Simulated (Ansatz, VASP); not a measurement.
W in VASP and in Ansatz

```
CELL_PARAMETERS angstrom
-1.62863 1.62863 1.62863
1.62863 -1.62863 1.62863
1.62863 1.62863 -1.62863
ATOMIC_POSITIONS crystal
W 0.00000 0.00000 0.00000
```

Change from the starting cell: volume scaled by 1.06, crystal datasets.

Alike in both runs: task electric field gradients; functional PBE; k mesh 14 × 14 × 14; occupations fermi-dirac, width 0.08 eV; no spin polarisation.

|  | VASP | Ansatz |
| --- | --- | --- |
| version | VASP 6.6.1 | Ansatz 0.2.0 |
| potentials or method | VASP PAW PBE potentials, release 64 (W_sv), cutoff 520 eV | all-electron PAW with datasets made for the crystal, scalar-relativistic |

|  | VASP | Ansatz | Ansatz less VASP |
| --- | --- | --- | --- |
| pressure (GPa) | -17.5 | -17.7 | -0.15 |

Ansatz ran all-electron here, and VASP with PAW potentials.

Neither program's run includes spin-orbit coupling.
